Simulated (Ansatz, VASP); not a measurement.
# Two plane-wave programs on Li2S

```
Li S
1.0
     0.00000    2.78476    2.78476
     2.78476    0.00000    2.78476
     2.78476    2.78476    0.00000
Li S
2 1
Direct
  0.25000 0.25000 0.25000
  0.75000 0.75000 0.75000
  0.00000 0.00000 0.00000
```

Alike in both runs: functional PBE; dispersion D3(BJ); k mesh 6 × 6 × 6; no spin polarisation.

Ansatz relaxed the structure, and its values are those at the end. VASP's run is a single point on that final structure, the one shown.

|  | VASP | Ansatz |
| --- | --- | --- |
| version | VASP 6.6.1 | Ansatz 0.2.0 |
| potentials or method | VASP PAW PBE potentials, release 64 (Li_sv, S) | plane waves, PAW |
| plane-wave cutoff (eV) | 750 | 420 |
| occupations | gaussian, width 0.01 eV | fixed |
| valence electrons in the cell | 12 | 12 |

Ansatz gave:

| Quantity | Value |
| --- | --- |
| pressure (GPa) | 0.0 |

**Question.** Estimate VASP's values.

**Answer.** Pressure (GPa): -0.1.
